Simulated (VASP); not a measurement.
Write the native input for VASP 6.6.1 that does the following.

| Property | Result |
| --- | --- |
| Task | single point |
| Functional | PBEsol |
| Potentials or basis | VASP PAW PBE potentials, release 64 (In_d, Se) |
| Cutoff | 520 eV |
| k mesh | 4 × 4 × 4 |
| Occupations | fermi-dirac, width 0.03 eV |
| Spin | no spin polarisation |
| Dipole correction | no |
| Further INCAR settings | ALGO = Normal; EDIFF = 1e-07; NBANDS = 27 |

The structure of InSe lies in POSCAR:

```
InSe
1.0
    5.8263928781     -2.0546489550      0.0000000000
    5.8263928781      2.0546489550      0.0000000000
   -1.7232330140      0.0000000000      4.7713478577
In Se
2 2
Direct
    0.8882032500      0.8882032500      0.0468413600
    0.1117967500      0.1117967500      0.9531586400
    0.6609275900      0.6609275900      0.6689556200
    0.3390724100      0.3390724100      0.3310443800
```

These files were run (other wordings do the same):

INCAR

```
ALGO = Normal
EDIFF = 1E-7
ENCUT = 520
GGA = PS
ISIF = 2
ISMEAR = -1
LASPH = True
LCHARG = False
LREAL = False
LWAVE = False
NBANDS = 27
NELM = 60
PREC = Accurate
SIGMA = 0.03
```

KPOINTS

```
k-points
0
Gamma
  4 4 4
```

Potentials or basis: VASP PAW PBE potentials, release 64 (In_d, Se).

Command:

```console
$ cat potpaw_PBE.64/In_d/POTCAR potpaw_PBE.64/Se/POTCAR > POTCAR
$ mpirun -np 1 vasp_std > vasp.out
```

Results of the run:

* Pressure: -1.1 GPa
* Largest force: 0.092 eV/Å
* Band gap on the k mesh: 1.11 eV (least direct gap 1.44 eV)

Caveat: the PAW data sets were made with another functional, which shifts forces and pressure a little; spin-orbit coupling is left out, which moves the levels of the heavy elements.

Wall time 3.2 min on 1 thread of Intel Xeon 8259CL (shared host), peak memory 0.31 GiB.
